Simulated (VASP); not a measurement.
# Ti3C2F2 in VASP: a series of runs

Runs on Ti3C2F2. Level: PBE. Tasks: single point.

Everything below comes from runs of VASP 6.6.1. Logs are shortened: lines on timing, memory, paths and dates and some standing lists are left out, and cuts for length are marked.

## 1. The cell of the first run

The cell holds a sheet with vacuum, 7 atoms: a = 3.050 Å, b = 3.050 Å, c = 25.160 Å, α = 90.00°, β = 90.00°, γ = 120.00°.

## 2. Single point, PBE

File INCAR:

```
  PREC = Accurate
  ENCUT = 520
  EDIFF = 1E-6
  ISMEAR = 0
  SIGMA = 0.05
  LREAL = F
  LASPH = T
  NELM = 100
  ALGO = Normal
  ISIF = 2
  LWAVE = F
  LCHARG = T
  LDIPOL = T
  IDIPOL = 3
  DIPOL = 0.5 0.5 0.500
  GGA = PE
  LELF = T
  LVHAR = T
  LVACPOTAV = T
  NBANDS = 38
```

File KPOINTS:

```
Automatic mesh
0
Gamma
  14 14 1
```

File POSCAR:

```
Ti3C2F2
1.0
    3.0500000000      0.0000000000      0.0000000000
   -1.5250000000      2.6413774815      0.0000000000
    0.0000000000      0.0000000000     25.1600000000
Ti C F
3 2 2
Direct
    0.0000000000      0.0000000000      0.5000000000
    0.6666666667      0.3333333333      0.5926073132
    0.3333333333      0.6666666667      0.4073926868
    0.3333333333      0.6666666667      0.5488871224
    0.6666666667      0.3333333333      0.4511128776
    0.3333333333      0.6666666667      0.6422893482
    0.6666666667      0.3333333333      0.3577106518
```

Potentials or basis: VASP PAW PBE potentials, release 64 (Ti_sv, C, F).

On the command line:

```
cat potpaw_PBE.64/Ti_sv/POTCAR potpaw_PBE.64/C/POTCAR potpaw_PBE.64/F/POTCAR > POTCAR
mpirun -np 1 vasp_std > vasp.out
```

OUTCAR:

```text
PREC = Accurate
   ENCUT = 520
   EDIFF = 1E-6
   ISMEAR = 0
   LREAL = F
   LASPH = T
   NELM = 100
   ISIF = 2
   GGA = PE

 ion  position               nearest neighbor table
   1  0.000  0.000  0.500-   5 2.15   4 2.15   5 2.15   4 2.15   5 2.15   4 2.15   2 2.92   3 2.92
                             3 2.92   2 2.92   3 2.92   2 2.92
   2  0.667  0.333  0.593-   4 2.08   4 2.08   4 2.08   6 2.16   6 2.16   6 2.16   1 2.92   1 2.92
                             1 2.92
   3  0.333  0.667  0.407-   5 2.08   5 2.08   5 2.08   7 2.16   7 2.16   7 2.16   1 2.92   1 2.92
                             1 2.92
   4  0.333  0.667  0.549-   2 2.08   2 2.08   2 2.08   1 2.15   1 2.15   1 2.15
   5  0.667  0.333  0.451-   3 2.08   3 2.08   3 2.08   1 2.15   1 2.15   1 2.15
   6  0.333  0.667  0.642-   2 2.16   2 2.16   2 2.16
   7  0.667  0.333  0.358-   3 2.16   3 2.16   3 2.16

  LATTYP: Found a hexagonal cell.
 ALAT       =     3.0500000000
 C/A-ratio  =     8.2491803279

  Lattice vectors:

 A1 = (   3.0500000000,   0.0000000000,   0.0000000000)
 A2 = (  -1.5250000000,   2.6413774815,   0.0000000000)
 A3 = (   0.0000000000,   0.0000000000,  25.1600000000)

Analysis of symmetry for initial positions (statically):
=====================================================================
 Subroutine PRICEL returns:
 Original cell was already a primitive cell.

 Routine SETGRP: Setting up the symmetry group for a
 hexagonal supercell.

 Subroutine GETGRP returns: Found 12 space group operations
 (whereof 12 operations were pure point group operations)
 out of a pool of 24 trial point group operations.

The static configuration has the point symmetry D_3d.

Analysis of symmetry for dynamics (positions and initial velocities):
=====================================================================
 Subroutine PRICEL returns:
 Original cell was already a primitive cell.

 Routine SETGRP: Setting up the symmetry group for a
 hexagonal supercell.

 Subroutine GETGRP returns: Found 12 space group operations
 (whereof 12 operations were pure point group operations)
 out of a pool of 24 trial point group operations.

The dynamic configuration has the point symmetry D_3d.

 Subroutine INISYM returns: Found 12 space group operations
 (whereof 12 operations are pure point group operations),
 and found     1 'primitive' translations

[... 101 lines left out ...]
   ENCUT  =  520.0 eV  38.22 Ry    6.18 a.u.   5.67  5.67 46.78*2*pi/ulx,y,z
   NELM   =    100;   NELMIN=  2; NELMDL= -5     # of ELM steps
   EDIFF  = 0.1E-05   stopping-criterion for ELM
   LREAL  =      F    real-space projection
[... 7 lines left out ...]
   TEBEG  =    0.0;   TEEND  =   0.0 temperature during run
   PSTRESS=    0.0 pullay stress
   NELECT =      58.0000    total number of electrons
   NUPDOWN=      -1.0000    fix difference up-down
   EMIN   =  10.00;   EMAX   =-10.00  energy-range for DOS
   EFERMI =   0.00;   METHOD = LEGACY
   ISMEAR =     0;   SIGMA  =   0.05  broadening in eV -4-tet -1-fermi 0-gaus
   EFERMI_NEDOS =   21; number of points for ismear=-14 and -15
   IALGO  =     38    algorithm
   IMIX   =      4    mixing-type and parameters
     AMIX     =   0.40;   BMIX     =  1.00
     AMIX_MAG =   1.60;   BMIX_MAG =  1.00
  volume/ion in A,a.u.               =      28.96       195.41
  Fermi-wavevector in a.u.,A,eV,Ry     =   1.078791  2.038619 15.834315  1.163789
  Thomas-Fermi vector in A             =   2.214739
   LORBIT       =      0    0 simple, 1 ext, 2 COOP (PROOUT), +10 PAW based schemes
   GGA     = PE    functional components
   LHFCALC =     F    Hartree Fock is set to
   AEXX    =    0.0000 exact exchange contribution
   IVDW    =     0    specifies the selected vdW correction
   LEPSILON=     F    determine dielectric tensor
   LRPA    =     F    only Hartree local field effects (RPA)
 non-spin polarized calculation
 Gauss-broadening in eV      SIGMA  =   0.05
  energy-cutoff  :      520.00
  volume of cell :      202.69
 maximum number of plane-waves:      5490
 NGX is ok and might be reduce to    24
   NGX = 11   NGY = 11   NGZ = 93

 number of electron      57.9999999 magnetization

 dipolmoment           0.000000      0.000000     -0.000000 electrons x Angstroem

 Free energy of the ion-electron system (eV)
  ---------------------------------------------------
  ext. energy  EPLUGINS =         0.00000000
  ---------------------------------------------------
  free energy    TOTEN  =       -57.37396808 eV

  energy without entropy =      -57.37048618  energy(sigma->0) =      -57.37222713

 E-fermi :  -0.1876     XC(G=0):  -4.7173

 val. band max:       -0.1924519083   @ k =   0.3571   0.2857   0.0000
 cond. band min:      -0.1806459490   @ k =   0.0714   0.0714   0.0000
 fundamental gap:      0.0118059593
 Fermi energy:        -0.1876212668

 k-point     1 :       0.0000    0.0000    0.0000
  band No.  band energies     occupation
      1     -57.5977      2.00000
      2     -57.5944      2.00000
      3     -56.9959      2.00000
      4     -34.1005      2.00000
      5     -34.0159      2.00000
      6     -33.6584      2.00000
[... 973 lines left out ...]
     37       3.1295      0.00000
     38       3.7533      0.00000

------------------------ aborting loop because EDIFF is reached ----------------------------------------

  FORCE on cell =-STRESS in cart. coord.  units (eV):
  Direction    XX          YY          ZZ          XY          YZ          ZX
  --------------------------------------------------------------------------------------
  -------------------------------------------------------------------------------------
  Total       -0.1006389     -0.1006389      9.1472456      0.0000000      0.0000000      0.0000000
  in kB       -0.7954915     -0.7954915     72.3036086      0.0000000      0.0000000      0.0000000
  external PRESSURE =      23.5708752 kB  Pullay stress =       0.0000000 kB

 VOLUME and BASIS-vectors are now :
 -----------------------------------------------------------------------------
  energy-cutoff  :      520.00
  volume of cell :      202.69
      direct lattice vectors                 reciprocal lattice vectors
     3.050000000  0.000000000  0.000000000     0.327868852  0.189295170  0.000000000
    -1.525000000  2.641377482  0.000000000     0.000000000  0.378590340  0.000000000
     0.000000000  0.000000000 25.160000000     0.000000000  0.000000000  0.039745628

 POSITION                                       TOTAL-FORCE (eV/Angst)
 -----------------------------------------------------------------------------------
      0.00000      0.00000     12.58000        -0.000000     -0.000000     -0.000000
      1.52500      0.88046     14.91000         0.000000     -0.000000      0.278446
     -0.00000      1.76092     10.25000        -0.000000      0.000000     -0.278446
     -0.00000      1.76092     13.81000        -0.000000      0.000000     -0.561996
      1.52500      0.88046     11.35000         0.000000      0.000000      0.561996
     -0.00000      1.76092     16.16000         0.000000     -0.000000      1.304072
      1.52500      0.88046      9.00000        -0.000000     -0.000000     -1.304072
 -----------------------------------------------------------------------------------
    total drift:                                0.000000      0.000000     -0.000000

  FREE ENERGIE OF THE ION-ELECTRON SYSTEM (eV)
  ---------------------------------------------------
  free  energy   TOTEN  =       -57.3739680799 eV

  energy  without entropy=      -57.3704861775  energy(sigma->0) =      -57.37222713

 vacuum level on the upper side and lower side of the slab         4.845         4.845
```

Run time: 5.3 min. Hardware: 1 thread of Intel Xeon Platinum 8488C (Sapphire Rapids), shared host; peak memory 0.41 GiB.

What came out:

- Free energy: -57.3740 eV
- Largest force: 1.304 eV/Å
- Band gap on the k mesh: zero (bands 29 and 30 overlap by 0.65 eV)

Forces on the atoms (eV/Å):
```
Ti   0.000  0.000  0.000
Ti   0.000  0.000  0.278
Ti   0.000  0.000 -0.278
C    0.000  0.000 -0.562
C    0.000  0.000  0.562
F    0.000  0.000  1.304
F    0.000  0.000 -1.304
```

Levels at points of the mesh, in eV from the Fermi level:
```csv
k point,band 26,band 27,band 28,band 29,band 30,band 31,band 32,band 33
"(0.00, 0.00, 0.00)",-1.92,-1.92,-1.71,0.49,0.49,0.55,1.20,1.20
"(0.50, 0.00, 0.00)",-2.97,-2.23,-2.03,-1.66,1.07,2.14,2.15,2.50
```

## 3. Single point, PBE

This run uses another cell than the first one.

File INCAR:

```
SYSTEM = Ti3C2F2
ALGO     = Normal         ! electronic algorithm
DIPOL    = 0.5 0.5 0.330
EDIFF    = 1E-6           ! SCF threshold, eV
ENCUT    = 520            ! plane-wave cutoff, eV
GGA      = PE             ! functional
IDIPOL   = 3            
ISIF     = 2              ! what is computed and relaxed
ISMEAR   = 0              ! smearing method
LASPH    = .True.         ! aspherical terms in the spheres
LCHARG   = .False.        ! write CHGCAR
LDIPOL   = .True.       
LREAL    = .False.        ! projectors in reciprocal space
LWAVE    = .False.        ! write WAVECAR
NBANDS   = 38             ! bands
NELM     = 60             ! most SCF steps
PREC     = Accurate       ! precision mode
SIGMA    = 0.05           ! smearing width, eV
```

File KPOINTS:

```
k-points
0
Gamma
  14 14 1
  0 0 0
```

File POSCAR:

```
Ti3C2F2
1.0
    3.0177550666      0.0000000000      0.0000000000
   -1.5088775333      2.6134525501      0.0000000000
    0.0000000000      0.0000000000     38.1200000028
Ti C F
3 2 2
Direct
    0.0000000000      0.0000000000      0.3300104932
    0.6666666667      0.3333333333      0.3940130477
    0.3333333333      0.6666666667      0.2660079386
    0.3333333333      0.6666666667      0.3635519665
    0.6666666667      0.3333333333      0.2964690198
    0.3333333333      0.6666666667      0.4289676366
    0.6666666667      0.3333333333      0.2310533497
```

Potentials or basis: VASP PAW PBE potentials, release 64 (Ti_sv, C, F).

On the command line:

```
cat potpaw_PBE.64/Ti_sv/POTCAR potpaw_PBE.64/C/POTCAR potpaw_PBE.64/F/POTCAR > POTCAR
mpirun -np 1 vasp_std > vasp.out
```

OUTCAR:

```text
SYSTEM = Ti3C2F2
   EDIFF = 1E-6
   ENCUT = 520
   GGA = PE
   ISIF = 2
   ISMEAR = 0
   LASPH = .True.
   LREAL = .False.
   NELM = 60
   PREC = Accurate

 ion  position               nearest neighbor table
   1  0.000  0.000  0.330-   4 2.16   4 2.16   4 2.16   5 2.16   5 2.16   5 2.16
   2  0.667  0.333  0.394-   4 2.09   4 2.09   4 2.09   6 2.19   6 2.19   6 2.19
   3  0.333  0.667  0.266-   5 2.09   5 2.09   5 2.09   7 2.19   7 2.19   7 2.19
   4  0.333  0.667  0.364-   2 2.09   2 2.09   2 2.09   1 2.16   1 2.16   1 2.16
   5  0.667  0.333  0.296-   3 2.09   3 2.09   3 2.09   1 2.16   1 2.16   1 2.16
   6  0.333  0.667  0.429-   2 2.19   2 2.19   2 2.19
   7  0.667  0.333  0.231-   3 2.19   3 2.19   3 2.19

  LATTYP: Found a hexagonal cell.
[... 1200 lines left out ...]
  external PRESSURE =       0.4779352 kB  Pullay stress =       0.0000000 kB

 VOLUME and BASIS-vectors are now :
 -----------------------------------------------------------------------------
  energy-cutoff  :      520.00
  volume of cell :      300.64
      direct lattice vectors                 reciprocal lattice vectors
     3.017755067  0.000000000  0.000000000     0.331372155  0.191317803  0.000000000
    -1.508877533  2.613452550  0.000000000     0.000000000  0.382635606  0.000000000
     0.000000000  0.000000000 38.120000003     0.000000000  0.000000000  0.026232949

 POSITION                                       TOTAL-FORCE (eV/Angst)
 -----------------------------------------------------------------------------------
      0.00000      0.00000     12.58000        -0.000000      0.000000      0.000000
      1.50888      0.87115     15.01978        -0.000000      0.000000      0.002990
     -0.00000      1.74230     10.14022        -0.000000     -0.000000     -0.002990
     -0.00000      1.74230     13.85860        -0.000000      0.000000     -0.011280
      1.50888      0.87115     11.30140         0.000000      0.000000      0.011280
     -0.00000      1.74230     16.35225        -0.000000      0.000000      0.024959
      1.50888      0.87115      8.80775         0.000000     -0.000000     -0.024959
 -----------------------------------------------------------------------------------
    total drift:                               -0.000000     -0.000000     -0.000096

  FREE ENERGIE OF THE ION-ELECTRON SYSTEM (eV)
  ---------------------------------------------------
  free  energy   TOTEN  =       -57.6244863537 eV

  energy  without entropy=      -57.6195558492  energy(sigma->0) =      -57.62202110

 vacuum level on the upper side and lower side of the slab         3.280         3.280
```

It took 10 min on 1 thread of Intel Xeon Platinum 8488C (Sapphire Rapids), shared host; peak memory 0.53 GiB.

Results:

| Item | Value |
| --- | --- |
| Free energy | -57.6245 eV |
| Largest force | 0.025 eV/Å |
| Band gap on the k mesh | zero (bands 29 and 30 overlap by 0.40 eV) |

Forces in eV/Å, atoms in the order of the input:
```
Ti   0.000  0.000  0.000
Ti   0.000  0.000  0.003
Ti   0.000  0.000 -0.003
C    0.000  0.000 -0.011
C    0.000  0.000  0.011
F    0.000  0.000  0.025
F    0.000  0.000 -0.025
```

Levels at points of the mesh, in eV from the Fermi level:
| k point | band 26 | band 27 | band 28 | band 29 | band 30 | band 31 | band 32 | band 33 |
| --- | --- | --- | --- | --- | --- | --- | --- | --- |
| (0.00, 0.00, 0.00) | -2.06 | -1.68 | -1.68 | 0.17 | 0.55 | 0.55 | 1.19 | 1.19 |
| (0.50, 0.00, 0.00) | -3.01 | -2.40 | -1.82 | -1.71 | 0.84 | 2.03 | 2.18 | 2.55 |
